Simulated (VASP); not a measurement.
# NbC2 (R-3m) in VASP: further runs

The runs below take NbC2 through single point, relaxation of cell and atoms, with PBE.

All numbers are computed with VASP 6.6.1; they aren't measurements. Logs are shortened: lines on timing, memory, paths and dates and some standing lists are left out, and cuts for length are marked.

## (1) The cell of the first run

The structure is trigonal, space group R-3m (No. 166). Conventional cell: a = 4.306 Å, b = 4.306 Å, c = 5.684 Å, α = 90.00°, β = 90.00°, γ = 120.00°. Within 2.9 Å of Nb (site symmetry -3m) lie 8 C at 2.17 to 2.50 Å. Within 1.8 Å of C (site symmetry 3m) lie 1 C at 1.34 Å.

## (2) Single point, PBE

INCAR reads:

```
PREC = Accurate
ENCUT = 520
EDIFF = 1E-6
ISMEAR = 0
SIGMA = 0.1
LREAL = False
LASPH = True
NELM = 80
ALGO = Normal
ISIF = 2
LWAVE = False
LCHARG = False
GGA = PE
NBANDS = 18
```

KPOINTS reads:

```
regular mesh
0
Gamma
  12 12 12
```

POSCAR reads:

```
NbC2
1.0
    2.1527940247      1.2429162096      1.8945140082
   -2.1527940247      1.2429162096      1.8945140082
    0.0000000000     -2.4858324193      1.8945140081
Nb C
1 2
Direct
    0.5000000000      0.5000000000      0.5000000000
    0.1181379253      0.1181379253      0.1181379253
    0.8818620747      0.8818620747      0.8818620747
```

Potentials or basis: VASP PAW PBE potentials, release 64 (Nb_sv, C).

Launch:

```bash
cat potpaw_PBE.64/Nb_sv/POTCAR potpaw_PBE.64/C/POTCAR > POTCAR
mpirun -np 1 vasp_std > vasp.out
```

OUTCAR:

```text
PREC = Accurate
   ENCUT = 520
   EDIFF = 1E-6
   ISMEAR = 0
   LREAL = False
   LASPH = True
   NELM = 80
   ISIF = 2
   GGA = PE

 ion  position               nearest neighbor table
   1  0.500  0.500  0.500-   2 2.17   3 2.17   2 2.50   3 2.50   2 2.50   2 2.50   3 2.50   3 2.50

   2  0.118  0.118  0.118-   3 1.34   1 2.17   1 2.50   1 2.50   1 2.50
   3  0.882  0.882  0.882-   2 1.34   1 2.17   1 2.50   1 2.50   1 2.50

  LATTYP: Found a trigonal (rhomboedric) cell.
 ALAT       =     3.1254673481
 COS(alpha) =     0.0511337011

  Lattice vectors:

 A1 = (   2.1527940247,   1.2429162096,   1.8945140082)
 A2 = (  -2.1527940247,   1.2429162096,   1.8945140082)
 A3 = (   0.0000000000,  -2.4858324193,   1.8945140081)

Analysis of symmetry for initial positions (statically):
=====================================================================
 Subroutine PRICEL returns:
 Original cell was already a primitive cell.

 Routine SETGRP: Setting up the symmetry group for a
 trigonal (rhombohedral) supercell.

 Subroutine GETGRP returns: Found 12 space group operations
 (whereof 12 operations were pure point group operations)
 out of a pool of 12 trial point group operations.

The static configuration has the point symmetry D_3d.

Analysis of symmetry for dynamics (positions and initial velocities):
=====================================================================
 Subroutine PRICEL returns:
 Original cell was already a primitive cell.

 Routine SETGRP: Setting up the symmetry group for a
 trigonal (rhombohedral) supercell.

 Subroutine GETGRP returns: Found 12 space group operations
 (whereof 12 operations were pure point group operations)
 out of a pool of 12 trial point group operations.

The dynamic configuration has the point symmetry D_3d.

 Subroutine INISYM returns: Found 12 space group operations
 (whereof 12 operations are pure point group operations),
 and found     1 'primitive' translations

----------------------------------------------------------------------------------------

                                     Primitive cell

  volume of cell :      30.4154

  direct lattice vectors                    reciprocal lattice vectors
     2.152794025  1.242916210  1.894514008     0.232256312  0.134093244  0.175946618
    -2.152794025  1.242916210  1.894514008    -0.232256312  0.134093244  0.175946618
     0.000000000 -2.485832419  1.894514008     0.000000000 -0.268186488  0.175946618

  length of vectors
     3.125467348  3.125467348  3.125467348     0.320751002  0.320751002  0.320751002

  position of ions in fractional coordinates (direct lattice)
     0.500000000  0.500000000  0.500000000
     0.118137925  0.118137925  0.118137925
     0.881862075  0.881862075  0.881862075

  ion indices of the primitive-cell ions
   primitive index   ion index
                 1           1
                 2           2
                 3           3

----------------------------------------------------------------------------------------

 KPOINTS: regular mesh

Automatic generation of k-mesh.
 Grid dimensions read from file:
 generate k-points for:   12   12   12

 Generating k-lattice:

  Cartesian coordinates                     Fractional coordinates (reciprocal lattice)
     0.019354693  0.011174437  0.014662218     0.083333333  0.000000000  0.000000000
    -0.019354693  0.011174437  0.014662218     0.000000000  0.083333333  0.000000000
     0.000000000 -0.022348874  0.014662218     0.000000000  0.000000000  0.083333333

  Length of vectors
     0.026729250  0.026729250  0.026729250

  Shift w.r.t. Gamma in fractional coordinates (k-lattice)
     0.000000000  0.000000000  0.000000000

 Subroutine IBZKPT returns following result:
 ===========================================

 Found    189 irreducible k-points:

 Following reciprocal coordinates:
            Coordinates               Weight
  0.000000  0.000000  0.000000      1.000000
  0.083333  0.000000 -0.000000      6.000000
  0.166667  0.000000  0.000000      6.000000
  0.250000 -0.000000 -0.000000      6.000000
  0.333333  0.000000 -0.000000      6.000000
  0.416667  0.000000  0.000000      6.000000
[... 16 lines left out ...]
  0.500000  0.166667  0.000000     12.000000
 -0.416667  0.166667  0.000000     12.000000
 [... further k-points ...]
   k-points           NKPTS =    189   k-points in BZ     NKDIM =    189   number of bands    NBANDS=     18
   number of dos      NEDOS =    301   number of ions     NIONS =      3
   total plane-waves  NPLWV =  13824
   dimension x,y,z NGX =    24 NGY =   24 NGZ =   24
   dimension x,y,z NGXF=    48 NGYF=   48 NGZF=   48
   ions per type =               1   2
   NGX,Y,Z   is equivalent  to a cutoff of  12.77, 12.77, 12.77 a.u.
   NGXF,Y,Z  is equivalent  to a cutoff of  25.53, 25.53, 25.53 a.u.
 SYSTEM =  unknown system
   PREC   = accura    normal or accurate (medium, high low for compatibility)
   ISTART =      0    job   : 0-new  1-cont  2-samecut
   ICHARG =      2    charge: 1-file 2-atom 10-const
   ISPIN  =      1    spin polarized calculation?
   LNONCOLLINEAR =      F non collinear calculations
   LSORBIT =      F    spin-orbit coupling
   LASPH  =      T    aspherical Exc in radial PAW
   ENCUT  =  520.0 eV  38.22 Ry    6.18 a.u.   5.81  5.81  5.81*2*pi/ulx,y,z
   NELM   =     80;   NELMIN=  2; NELMDL= -5     # of ELM steps
   EDIFF  = 0.1E-05   stopping-criterion for ELM
   LREAL  =      F    real-space projection
   EDIFFG = 0.1E-04   stopping-criterion for IOM
   NSW    =      0    number of steps for IOM
   IBRION =     -1    ionic relax: 0-MD 1-quasi-New 2-CG
   NFREE  =      0    steps in history (QN), initial steepest desc. (CG)
   ISIF   =      2    stress and relaxation
   ISYM   =      2    0-nonsym 1-usesym 2-fastsym
   POTIM  = 0.5000    time-step for ionic-motion
   TEBEG  =    0.0;   TEEND  =   0.0 temperature during run
   PSTRESS=    0.0 pullay stress
   NELECT =      21.0000    total number of electrons
   NUPDOWN=      -1.0000    fix difference up-down
   EMIN   =  10.00;   EMAX   =-10.00  energy-range for DOS
   EFERMI =   0.00;   METHOD = LEGACY
   ISMEAR =     0;   SIGMA  =   0.10  broadening in eV -4-tet -1-fermi 0-gaus
   EFERMI_NEDOS =   21; number of points for ismear=-14 and -15
   IALGO  =     38    algorithm
   IMIX   =      4    mixing-type and parameters
     AMIX     =   0.40;   BMIX     =  1.00
     AMIX_MAG =   1.60;   BMIX_MAG =  1.00
  volume/ion in A,a.u.               =      10.14        68.42
  Fermi-wavevector in a.u.,A,eV,Ry     =   1.446939  2.734318 28.485587  2.093632
  Thomas-Fermi vector in A             =   2.564950
   LORBIT       =      0    0 simple, 1 ext, 2 COOP (PROOUT), +10 PAW based schemes
   GGA     = PE    functional components
   LHFCALC =     F    Hartree Fock is set to
   AEXX    =    0.0000 exact exchange contribution
   IVDW    =     0    specifies the selected vdW correction
   LEPSILON=     F    determine dielectric tensor
   LRPA    =     F    only Hartree local field effects (RPA)
 non-spin polarized calculation
 Gauss-broadening in eV      SIGMA  =   0.10
  energy-cutoff  :      520.00
  volume of cell :       30.42
 maximum number of plane-waves:       829
   NGX = 11   NGY = 11   NGZ = 11

 number of electron      21.0000001 magnetization

 Free energy of the ion-electron system (eV)
  ---------------------------------------------------
  ext. energy  EPLUGINS =         0.00000000
  ---------------------------------------------------
  free energy    TOTEN  =       -26.74307640 eV

  energy without entropy =      -26.73571414  energy(sigma->0) =      -26.73939527

 E-fermi :  10.8663     XC(G=0): -12.7246

 val. band max:       10.8652946903   @ k =  -0.3333   0.3333   0.1667
 cond. band min:      10.8710723770   @ k =   0.2500   0.2500   0.0833
 fundamental gap:      0.0057776867
 Fermi energy:        10.8663357505

 k-point     1 :       0.0000    0.0000    0.0000
  band No.  band energies     occupation
      1     -44.6569      2.00000
      2     -20.5388      2.00000
      3     -20.5388      2.00000
      4     -20.5293      2.00000
      5      -5.8475      2.00000
      6       4.8832      2.00000
[... 10 lines left out ...]
     17      21.6689      0.00000
     18      24.0461      0.00000

 k-point     2 :       0.0833    0.0000   -0.0000
  band No.  band energies     occupation
      1     -44.6542      2.00000
      2     -20.5703      2.00000
      3     -20.5360      2.00000
      4     -20.5286      2.00000
      5      -5.7720      2.00000
      6       4.5669      2.00000
[... 10 lines left out ...]
     17      21.4201      0.00000
     18      24.0954      0.00000

 k-point     3 :       0.1667    0.0000    0.0000
  band No.  band energies     occupation
      1     -44.6469      2.00000
      2     -20.6627      2.00000
      3     -20.5284      2.00000
      4     -20.5192      2.00000
      5      -5.5574      2.00000
      6       3.7121      2.00000
[... 10 lines left out ...]
     17      20.9514      0.00000
     18      24.1825      0.00000

 k-point     4 :       0.2500   -0.0000   -0.0000
  band No.  band energies     occupation
      1     -44.6368      2.00000
      2     -20.7871      2.00000
      3     -20.5180      2.00000
      4     -20.5059      2.00000
      5      -5.2396      2.00000
      6       2.7458      2.00000
[... 375 lines left out ...]
      4     -20.4802      2.00000
      5      -4.5313      2.00000
      6       1.5779      2.00000
[... 10 lines left out ...]
     17      20.0099      0.00000
     18      22.6187      0.00000

 k-point    23 :       0.5000    0.1667    0.0000
  band No.  band energies     occupation
      1     -44.6069      2.00000
      2     -21.0066      2.00000
      3     -20.6042      2.00000
      4     -20.4768      2.00000
      5      -4.4247      2.00000
      6       1.4600      2.00000
[... 10 lines left out ...]
     17      19.9062      0.00000
     18      22.7116      0.00000

 k-point    24 :      -0.4167    0.1667    0.0000
  band No.  band energies     occupation
      1     -44.6095      2.00000
      2     -20.9764      2.00000
      3     -20.6097      2.00000
      4     -20.4798      2.00000
      5      -4.5046      2.00000
      6       1.7249      2.00000
[... 10 lines left out ...]
     17      20.0349      0.00000
     18      22.8592      0.00000

 [... further k-points ...]

------------------------ aborting loop because EDIFF is reached ----------------------------------------

  FORCE on cell =-STRESS in cart. coord.  units (eV):
  Direction    XX          YY          ZZ          XY          YZ          ZX
  --------------------------------------------------------------------------------------
  -------------------------------------------------------------------------------------
  Total       -0.0405080     -0.0405080      0.0089689      0.0000000     -0.0000000      0.0000000
  in kB       -2.1338233     -2.1338233      0.4724523      0.0000000     -0.0000000      0.0000000
  external PRESSURE =      -1.2650648 kB  Pullay stress =       0.0000000 kB

 VOLUME and BASIS-vectors are now :
 -----------------------------------------------------------------------------
  energy-cutoff  :      520.00
  volume of cell :       30.42
      direct lattice vectors                 reciprocal lattice vectors
     2.152794025  1.242916210  1.894514008     0.232256312  0.134093244  0.175946618
    -2.152794025  1.242916210  1.894514008    -0.232256312  0.134093244  0.175946618
     0.000000000 -2.485832419  1.894514008     0.000000000 -0.268186488  0.175946618

 POSITION                                       TOTAL-FORCE (eV/Angst)
 -----------------------------------------------------------------------------------
      0.00000     -0.00000      2.84177        -0.000000      0.000000      0.000000
      0.00000     -0.00000      0.67144         0.000000     -0.000000      0.083348
      0.00000     -0.00000      5.01210         0.000000      0.000000     -0.083348
 -----------------------------------------------------------------------------------
    total drift:                                0.000000      0.000000     -0.000000

  FREE ENERGIE OF THE ION-ELECTRON SYSTEM (eV)
  ---------------------------------------------------
  free  energy   TOTEN  =       -26.7430764042 eV

  energy  without entropy=      -26.7357141362  energy(sigma->0) =      -26.73939527
```

It took 35 s on 1 thread of Intel Xeon Platinum 8488C (Sapphire Rapids), shared host; peak memory 0.21 GiB.

What came out:

* Free energy: -26.7431 eV
* Pressure: -0.1 GPa
* Largest force: 0.083 eV/Å

Forces in eV/Å, atoms in the order of the input:
```
Nb   0.000  0.000  0.000
C    0.000  0.000  0.083
C    0.000  0.000 -0.083
```

Stress tensor (GPa, compression positive):
```
-0.21  0.00  0.00
 0.00 -0.21  0.00
 0.00  0.00  0.05
```

## (3) Relaxation of cell and atoms, PBE

INCAR reads:

```
SYSTEM = NbC2
PREC = Accurate ; ENCUT = 600
EDIFF = 1E-6 ; ISMEAR = 0
SIGMA = 0.1 ; LREAL = .FALSE.
LASPH = .TRUE. ; NELM = 100
ALGO = Normal ; ISIF = 3
LWAVE = .FALSE. ; LCHARG = .FALSE.
GGA = PE ; IBRION = 2
NSW = 100 ; EDIFFG = -0.01
```

KPOINTS reads:

```
Automatic mesh
0
G
  12 12 12
  0 0 0
```

POSCAR reads:

```
NbC2
1.0
    2.1505512743      1.2416213571      1.8957301167
   -2.1505512743      1.2416213571      1.8957301167
    0.0000000000     -2.4832427143      1.8957301167
Nb C
1 2
Direct
    0.5000000000      0.5000000000      0.5000000000
    0.1181481989      0.1181481989      0.1181481989
    0.8818518011      0.8818518011      0.8818518011
```

Potentials or basis: VASP PAW PBE potentials, release 64 (Nb_sv, C).

Launch:

```bash
cat potpaw_PBE.64/Nb_sv/POTCAR potpaw_PBE.64/C/POTCAR > POTCAR
mpirun -np 1 vasp_std > vasp.out
```

Run time: 2 min. Hardware: 1 thread of Intel Xeon Platinum 8488C (Sapphire Rapids), shared host; peak memory 0.23 GiB.

The run converged. Its results:

```yaml
Free_energy: -26.7453 eV
Relaxed_volume: 10.12 Å³/atom
Relaxed_cell: a = 3.123 Å, b = 3.123 Å, c = 3.123 Å, α = 87.05°, β = 87.05°, γ = 87.05°
Space_group_after_relaxing_to_0.05_Å: R-3m (No. 166)
Energy_gained_by_relaxing: 0.1 meV/atom
Ionic_steps: 3
Pressure_after_relaxing: 0.1 GPa
Largest_force_after_relaxing: 0.003 eV/Å
```

Forces in eV/Å, atoms in the order of the input:
```
Nb   0.000  0.000  0.000
C    0.000  0.000 -0.003
C    0.000  0.000  0.003
```

The path:
```
step  energy change (eV)  largest force (eV/Å)  pressure (GPa)  volume (Å³)
   1              0.0000                0.0552           -0.21        30.37
   2              0.0001                0.0805            0.40        30.31
   3             -0.0002                0.0030            0.08        30.35
```

Final structure:
```
CELL_PARAMETERS angstrom
2.15079 1.24176 1.89367
-2.15079 1.24176 1.89367
0.00000 -2.48352 1.89367
ATOMIC_POSITIONS crystal
Nb 0.50000 0.50000 0.50000
C 0.11835 0.11835 0.11835
C 0.88165 0.88165 0.88165
```

Levels at points of the mesh, in eV from the Fermi level:
| k point | band 9 | band 10 | band 11 | band 12 | band 13 | band 14 |
| --- | --- | --- | --- | --- | --- | --- |
| (0.00, 0.00, 0.00) | -4.40 | -2.50 | -2.50 | 1.39 | 1.39 | 1.90 |
| (0.50, 0.00, 0.00) | -3.70 | -2.18 | 0.05 | 1.78 | 2.83 | 3.35 |
| (0.50, 0.50, 0.00) | -3.13 | -2.07 | -0.73 | 0.18 | 3.51 | 3.59 |
| (0.50, 0.50, 0.50) | -3.25 | 1.88 | 1.88 | 3.64 | 3.64 | 4.58 |

## (4) Single point, PBE

INCAR reads:

```
PREC = Accurate
ENCUT = 910
EDIFF = 1E-6
ISMEAR = 0
SIGMA = 0.1
LREAL = False
LASPH = True
NELM = 120
ALGO = Normal
ISIF = 2
LWAVE = False
LCHARG = False
GGA = PE
NBANDS = 18
GGA_COMPAT = False
```

KPOINTS reads:

```
regular mesh
0
Gamma
  12 12 12
```

POSCAR reads:

```
NbC2
1.0
    2.1527940247      1.2429162096      1.8945140082
   -2.1527940247      1.2429162096      1.8945140082
    0.0000000000     -2.4858324193      1.8945140081
Nb C
1 2
Direct
    0.5000000000      0.5000000000      0.5000000000
    0.1181379253      0.1181379253      0.1181379253
    0.8818620747      0.8818620747      0.8818620747
```

Potentials or basis: VASP PAW PBE potentials, release 64 (Nb_sv, C_h).

Launch:

```bash
cat potpaw_PBE.64/Nb_sv/POTCAR potpaw_PBE.64/C_h/POTCAR > POTCAR
mpirun -np 1 vasp_std > vasp.out
```

Wall time 66 s (1 thread of Intel Xeon 6975P-C (Granite Rapids), shared host); peak memory 0.35 GiB.

Results (log left out):

```
Free energy : -26.7686 eV
Pressure    : -0.4 GPa
```

Stress tensor (GPa, compression positive):
```
-0.29  0.00  0.00
 0.00 -0.29  0.00
 0.00  0.00 -0.64
```

Levels at points of the mesh, in eV from the Fermi level:
```csv
k point,band 8,band 9,band 10,band 11,band 12,band 13,band 14,band 15
"(0.00, 0.00, 0.00)",-4.38,-4.38,-2.51,-2.51,1.39,1.39,1.88,5.50
"(0.50, 0.00, 0.00)",-3.88,-3.70,-2.17,0.07,1.77,2.81,3.13,3.33
"(0.50, 0.50, 0.00)",-6.33,-3.13,-2.08,-0.72,0.17,3.50,3.58,7.13
"(0.50, 0.50, 0.50)",-7.77,-3.26,1.89,1.89,3.63,3.63,4.55,4.55
```

Caveat: the cutoff is under 1.25 times the usual one of these potentials, so pressure, stress and relaxed cells hold a basis-set (Pulay) error.

## (5) Overview

| task | potentials or basis | cell | cutoff (eV) | second run | gap on the mesh (eV) | pressure (GPa) |
| --- | --- | --- | --- | --- | --- | --- |
| single point | VASP PAW PBE potentials, release 64 (Nb_sv, C) | a = 3.125 Å, angles 87.1°, 3 atoms | 520 | - | none | -0.1 |
| relaxation of cell and atoms | VASP PAW PBE potentials, release 64 (Nb_sv, C) | relaxed from a = 3.124 Å, angles 87.0°, 3 atoms | 600 | - | none | 0.1 |
| single point | VASP PAW PBE potentials, release 64 (Nb_sv, C_h) | a = 3.125 Å, angles 87.1°, 3 atoms | 910 | hard_potentials | none | -0.4 |

Alike in all rows: level PBE; no spin polarisation; k mesh 12 × 12 × 12; smearing gaussian 0.1 eV.

Caveats: the cutoff is under 1.25 times the usual one of these potentials, so pressure, stress and relaxed cells hold a basis-set (Pulay) error (some runs).

Absolute energies hang on the potentials; compare differences alone.
